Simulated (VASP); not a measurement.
# SnO (Pm) in VASP: single point with PBEsol

Aim: the single point of SnO with PBEsol.

Program: VASP 6.6.1. These are calculated values, not measurements. Logs are shortened: lines on timing, memory, paths and dates and some standing lists are left out, and cuts for length are marked.

### 1 The cell of the first run

The structure is monoclinic, space group Pm (No. 6). Conventional cell: a = 4.222 Å, b = 3.355 Å, c = 5.674 Å, α = 90.00°, β = 90.00°, γ = 90.00°. Sn (site symmetry m) has 3 O at 2.16 to 2.29 Å within 2.9 Å. Within 2.8 Å of Sn (site symmetry m) lie 3 O at 2.15 to 2.16 Å. Within 3.0 Å of O (site symmetry m) lie 3 Sn at 2.16 to 2.29 Å and 2 O at 2.99 Å. Within 2.8 Å of O (site symmetry m) lie 3 Sn at 2.15 to 2.16 Å.

### 2 Single point, PBEsol (atom 3 (O) moved by (-0.200, -0.100) A along y and z)

The input, INCAR:

```
  PREC = Accurate
  ENCUT = 520
  EDIFF = 1E-7
  ISMEAR = 0
  SIGMA = 0.05
  LREAL = F
  LASPH = T
  NELM = 80
  ALGO = Normal
  ISIF = 2
  LWAVE = F
  LCHARG = T
  GGA = PS
  LELF = T
  LVHAR = T
  NBANDS = 28
```

The input, KPOINTS:

```
Automatic mesh
0
Gamma
  8 6 6
```

The input, POSCAR:

```
SnO
1.0
    3.3550050000      0.0000000000      0.0000000000
    0.0000000000      5.6741040000      0.0000000000
    0.0000000000      0.0000000000      4.2219700000
Sn O
2 2
Direct
    0.0000000000      0.2319090000      0.5131440000
    0.5000000000      0.7680910000      0.0131440000
    0.0000000000      0.8560021441      0.7131713746
    0.5000000000      0.1087500000      0.2368570000
```

Potentials or basis: VASP PAW PBE potentials, release 64 (Sn_d, O).

Started as:

```bash
cat potpaw_PBE.64/Sn_d/POTCAR potpaw_PBE.64/O/POTCAR > POTCAR
mpirun -np 1 vasp_std > vasp.out
```

OUTCAR:

```text
PREC = Accurate
   ENCUT = 520
   EDIFF = 1E-7
   ISMEAR = 0
   LREAL = F
   LASPH = T
   NELM = 80
   ISIF = 2
   GGA = PS

 ion  position               nearest neighbor table
   1  0.000  0.232  0.513-   4 2.16   4 2.16   3 2.29
   2  0.500  0.768  0.013-   4 2.15   3 2.16   3 2.16
   3  0.000  0.856  0.713-   2 2.16   2 2.16   1 2.29
   4  0.500  0.109  0.237-   2 2.15   1 2.16   1 2.16

  LATTYP: Found a simple orthorhombic cell.
 ALAT       =     3.3550050000
 B/A-ratio  =     1.2584094510
 C/A-ratio  =     1.6912356315

  Lattice vectors:

 A1 = (  -3.3550050000,   0.0000000000,   0.0000000000)
 A2 = (   0.0000000000,   0.0000000000,   4.2219700000)
 A3 = (   0.0000000000,   5.6741040000,   0.0000000000)

Analysis of symmetry for initial positions (statically):
=====================================================================
 Subroutine PRICEL returns:
 Original cell was already a primitive cell.

 Routine SETGRP: Setting up the symmetry group for a
 simple orthorhombic supercell.

 Subroutine GETGRP returns: Found  2 space group operations
 (whereof  2 operations were pure point group operations)
 out of a pool of  8 trial point group operations.

The static configuration has the point symmetry C_1h.

Analysis of symmetry for dynamics (positions and initial velocities):
=====================================================================
 Subroutine PRICEL returns:
 Original cell was already a primitive cell.

 Routine SETGRP: Setting up the symmetry group for a
 simple orthorhombic supercell.

 Subroutine GETGRP returns: Found  2 space group operations
 (whereof  2 operations were pure point group operations)
 out of a pool of  8 trial point group operations.

The dynamic configuration has the point symmetry C_1h.

 Subroutine INISYM returns: Found  2 space group operations
 (whereof  2 operations are pure point group operations),
 and found     1 'primitive' translations

----------------------------------------------------------------------------------------

                                     Primitive cell

  volume of cell :      80.3722

  direct lattice vectors                    reciprocal lattice vectors
     3.355005000  0.000000000  0.000000000     0.298062149  0.000000000  0.000000000
     0.000000000  5.674104000  0.000000000     0.000000000  0.176239279  0.000000000
     0.000000000  0.000000000  4.221970000     0.000000000  0.000000000  0.236856254

  length of vectors
     3.355005000  5.674104000  4.221970000     0.298062149  0.176239279  0.236856254

  position of ions in fractional coordinates (direct lattice)
     0.000000000  0.231909000  0.513144000
     0.500000000  0.768091000  0.013144000
     0.000000000  0.856002144  0.713171375
     0.500000000  0.108750000  0.236857000

  ion indices of the primitive-cell ions
   primitive index   ion index
                 1           1
                 2           2
                 3           3
                 4           4

----------------------------------------------------------------------------------------

 KPOINTS: Automatic mesh

Automatic generation of k-mesh.
 Grid dimensions read from file:
 generate k-points for:    8    6    6

 Generating k-lattice:

  Cartesian coordinates                     Fractional coordinates (reciprocal lattice)
     0.037257769  0.000000000  0.000000000     0.125000000  0.000000000  0.000000000
     0.000000000  0.029373213  0.000000000     0.000000000  0.166666667  0.000000000
     0.000000000  0.000000000  0.039476042     0.000000000  0.000000000  0.166666667

  Length of vectors
     0.037257769  0.029373213  0.039476042

  Shift w.r.t. Gamma in fractional coordinates (k-lattice)
     0.000000000  0.000000000  0.000000000

 Subroutine IBZKPT returns following result:
 ===========================================

 Found    100 irreducible k-points:

 Following reciprocal coordinates:
            Coordinates               Weight
  0.000000  0.000000  0.000000      1.000000
  0.125000  0.000000  0.000000      2.000000
  0.250000  0.000000  0.000000      2.000000
  0.375000  0.000000  0.000000      2.000000
  0.500000  0.000000  0.000000      1.000000
  0.000000  0.166667  0.000000      2.000000
[... 16 lines left out ...]
  0.250000  0.000000  0.166667      4.000000
  0.375000  0.000000  0.166667      4.000000
 [... further k-points ...]
   k-points           NKPTS =    100   k-points in BZ     NKDIM =    100   number of bands    NBANDS=     28
   number of dos      NEDOS =    301   number of ions     NIONS =      4
   total plane-waves  NPLWV =  37632
   dimension x,y,z NGX =    28 NGY =   42 NGZ =   32
   dimension x,y,z NGXF=    56 NGYF=   84 NGZF=   64
   ions per type =               2   2
   NGX,Y,Z   is equivalent  to a cutoff of  13.87, 12.31, 12.60 a.u.
   NGXF,Y,Z  is equivalent  to a cutoff of  27.75, 24.61, 25.20 a.u.
 SYSTEM =  unknown system
   PREC   = accura    normal or accurate (medium, high low for compatibility)
   ISTART =      0    job   : 0-new  1-cont  2-samecut
   ICHARG =      2    charge: 1-file 2-atom 10-const
   ISPIN  =      1    spin polarized calculation?
   LNONCOLLINEAR =      F non collinear calculations
   LSORBIT =      F    spin-orbit coupling
   LASPH  =      T    aspherical Exc in radial PAW
   ENCUT  =  520.0 eV  38.22 Ry    6.18 a.u.   6.24 10.55  7.85*2*pi/ulx,y,z
   NELM   =     80;   NELMIN=  2; NELMDL= -5     # of ELM steps
   EDIFF  = 0.1E-06   stopping-criterion for ELM
   LREAL  =      F    real-space projection
   EDIFFG = 0.1E-05   stopping-criterion for IOM
   NSW    =      0    number of steps for IOM
   IBRION =     -1    ionic relax: 0-MD 1-quasi-New 2-CG
   NFREE  =      0    steps in history (QN), initial steepest desc. (CG)
   ISIF   =      2    stress and relaxation
   ISYM   =      2    0-nonsym 1-usesym 2-fastsym
   POTIM  = 0.5000    time-step for ionic-motion
   TEBEG  =    0.0;   TEEND  =   0.0 temperature during run
   PSTRESS=    0.0 pullay stress
   NELECT =      40.0000    total number of electrons
   NUPDOWN=      -1.0000    fix difference up-down
   EMIN   =  10.00;   EMAX   =-10.00  energy-range for DOS
   EFERMI =   0.00;   METHOD = LEGACY
   ISMEAR =     0;   SIGMA  =   0.05  broadening in eV -4-tet -1-fermi 0-gaus
   EFERMI_NEDOS =   21; number of points for ismear=-14 and -15
   IALGO  =     38    algorithm
   IMIX   =      4    mixing-type and parameters
     AMIX     =   0.40;   BMIX     =  1.00
     AMIX_MAG =   1.60;   BMIX_MAG =  1.00
  volume/ion in A,a.u.               =      20.09       135.59
  Fermi-wavevector in a.u.,A,eV,Ry     =   1.297357  2.451650 22.900458  1.683136
  Thomas-Fermi vector in A             =   2.428755
   LORBIT       =      0    0 simple, 1 ext, 2 COOP (PROOUT), +10 PAW based schemes
   GGA     = PS    functional components
   LHFCALC =     F    Hartree Fock is set to
   AEXX    =    0.0000 exact exchange contribution
   IVDW    =     0    specifies the selected vdW correction
   LEPSILON=     F    determine dielectric tensor
   LRPA    =     F    only Hartree local field effects (RPA)
 non-spin polarized calculation
 Gauss-broadening in eV      SIGMA  =   0.05
  energy-cutoff  :      520.00
  volume of cell :       80.37
 maximum number of plane-waves:      2178
 NGX is ok and might be reduce to    28
   NGX = 13   NGY = 21   NGZ = 15

 number of electron      39.9999991 magnetization

 Free energy of the ion-electron system (eV)
  ---------------------------------------------------
  ext. energy  EPLUGINS =         0.00000000
  ---------------------------------------------------
  free energy    TOTEN  =       -23.65501571 eV

  energy without entropy =      -23.65501571  energy(sigma->0) =      -23.65501571

 E-fermi :   4.8075     XC(G=0):  -9.7862

 val. band max:        4.5119071223   @ k =   0.1250   0.0000   0.0000
 cond. band min:       5.9269096136   @ k =   0.3750   0.5000   0.0000
 fundamental gap:      1.4150024912
 Fermi energy:         4.8074883595

 k-point     1 :       0.0000    0.0000    0.0000
  band No.  band energies     occupation
      1     -16.4245      2.00000
      2     -16.1455      2.00000
      3     -16.1028      2.00000
      4     -16.0364      2.00000
      5     -16.0161      2.00000
      6     -16.0136      2.00000
[... 20 lines left out ...]
     27      13.4339      0.00000
     28      13.9003      0.00000

 k-point     2 :       0.1250    0.0000    0.0000
  band No.  band energies     occupation
      1     -16.4181      2.00000
      2     -16.1342      2.00000
      3     -16.1242      2.00000
      4     -16.0331      2.00000
      5     -16.0303      2.00000
      6     -16.0020      2.00000
[... 20 lines left out ...]
     27      13.3195      0.00000
     28      14.2136      0.00000

 k-point     3 :       0.2500    0.0000    0.0000
  band No.  band energies     occupation
      1     -16.4218      2.00000
      2     -16.1780      2.00000
      3     -16.1075      2.00000
      4     -16.0631      2.00000
      5     -16.0125      2.00000
      6     -15.9981      2.00000
[... 20 lines left out ...]
     27      12.8707      0.00000
     28      14.3510      0.00000

 k-point     4 :       0.3750    0.0000    0.0000
  band No.  band energies     occupation
      1     -16.4515      2.00000
      2     -16.2317      2.00000
      3     -16.0918      2.00000
      4     -16.0810      2.00000
      5     -16.0189      2.00000
      6     -15.9798      2.00000
[... 578 lines left out ...]
     27      13.8854      0.00000
     28      14.7794      0.00000

 k-point    23 :       0.2500    0.0000    0.1667
  band No.  band energies     occupation
      1     -16.4191      2.00000
      2     -16.1886      2.00000
      3     -16.1055      2.00000
      4     -16.0659      2.00000
      5     -16.0178      2.00000
      6     -15.9999      2.00000
[... 20 lines left out ...]
     27      13.5229      0.00000
     28      14.7480      0.00000

 k-point    24 :       0.3750    0.0000    0.1667
  band No.  band energies     occupation
      1     -16.4558      2.00000
      2     -16.2402      2.00000
      3     -16.0937      2.00000
      4     -16.0791      2.00000
      5     -16.0219      2.00000
      6     -15.9781      2.00000
[... 20 lines left out ...]
     27      13.5625      0.00000
     28      14.6904      0.00000

 [... further k-points ...]

------------------------ aborting loop because EDIFF is reached ----------------------------------------

  FORCE on cell =-STRESS in cart. coord.  units (eV):
  Direction    XX          YY          ZZ          XY          YZ          ZX
  --------------------------------------------------------------------------------------
  -------------------------------------------------------------------------------------
  Total       -2.0105179     -2.0742395     -1.7674850      0.0000000      0.0444064      0.0000000
  in kB      -40.0786351    -41.3488927    -35.2338998      0.0000000      0.8852194      0.0000000
  external PRESSURE =     -38.8871425 kB  Pullay stress =       0.0000000 kB

 VOLUME and BASIS-vectors are now :
 -----------------------------------------------------------------------------
  energy-cutoff  :      520.00
  volume of cell :       80.37
      direct lattice vectors                 reciprocal lattice vectors
     3.355005000  0.000000000  0.000000000     0.298062149  0.000000000  0.000000000
     0.000000000  5.674104000  0.000000000     0.000000000  0.176239279  0.000000000
     0.000000000  0.000000000  4.221970000     0.000000000  0.000000000  0.236856254

 POSITION                                       TOTAL-FORCE (eV/Angst)
 -----------------------------------------------------------------------------------
      0.00000      1.31588      2.16648         0.000000     -0.903455      0.003310
      1.67750      4.35823      0.05549         0.000000     -0.187125     -0.072891
      0.00000      4.85705      3.01099         0.000000      1.083317      0.194006
      1.67750      0.61706      1.00000         0.000000      0.007263     -0.124425
 -----------------------------------------------------------------------------------
    total drift:                                0.000000      0.000032     -0.000110

  FREE ENERGIE OF THE ION-ELECTRON SYSTEM (eV)
  ---------------------------------------------------
  free  energy   TOTEN  =       -23.6550157082 eV

  energy  without entropy=      -23.6550157082  energy(sigma->0) =      -23.65501571
```

Run time: 2 min. Hardware: 1 thread of Intel Xeon Platinum 8488C (Sapphire Rapids), shared host; peak memory 0.31 GiB.

Results:

| Quantity | Value |
| --- | --- |
| Free energy | -23.6550 eV |
| Pressure | -3.9 GPa |
| Largest force | 1.101 eV/Å |
| Band gap on the k mesh | 1.42 eV (least direct gap 1.68 eV) |

Forces in eV/Å, atoms in the order of the input:
```
Sn   0.000 -0.903  0.003
Sn   0.000 -0.187 -0.073
O    0.000  1.083  0.194
O    0.000  0.007 -0.124
```

Levels at points of the mesh, in eV from the valence-band top:
```
           k point  band 17  band 18  band 19  band 20  band 21  band 22  band 23  band 24
(0.00, 0.00, 0.00)    -3.16    -2.46    -2.04    -0.01     2.90     3.32     5.82     6.05
(0.50, 0.00, 0.00)    -2.46    -2.34    -1.18    -0.69     2.53     2.67     5.05     5.56
(0.00, 0.50, 0.00)    -3.50    -2.49    -1.48    -0.96     3.10     4.08     4.93     4.98
(0.50, 0.50, 0.00)    -2.49    -2.42    -0.79    -0.38     1.71     2.06     5.85     6.52
(0.00, 0.00, 0.50)    -3.11    -2.77    -1.45    -0.97     2.57     2.87     4.94     5.18
(0.50, 0.00, 0.50)    -3.10    -3.02    -1.21    -0.80     2.36     2.46     4.75     5.27
(0.00, 0.50, 0.50)    -2.76    -2.48    -1.45    -0.93     1.85     2.14     5.62     6.29
(0.50, 0.50, 0.50)    -3.43    -3.28    -0.37    -0.13     2.66     2.69     4.06     4.51
```

Caveat: the cell differs from its parent crystal (atom 3 (O) moved by (-0.200, -0.100) A along y and z); the cell stands under tension; the PAW data sets were made with another functional, which shifts forces and pressure a little; spin-orbit coupling is left out, which moves the levels of the heavy elements. A k mesh can miss the band edges.
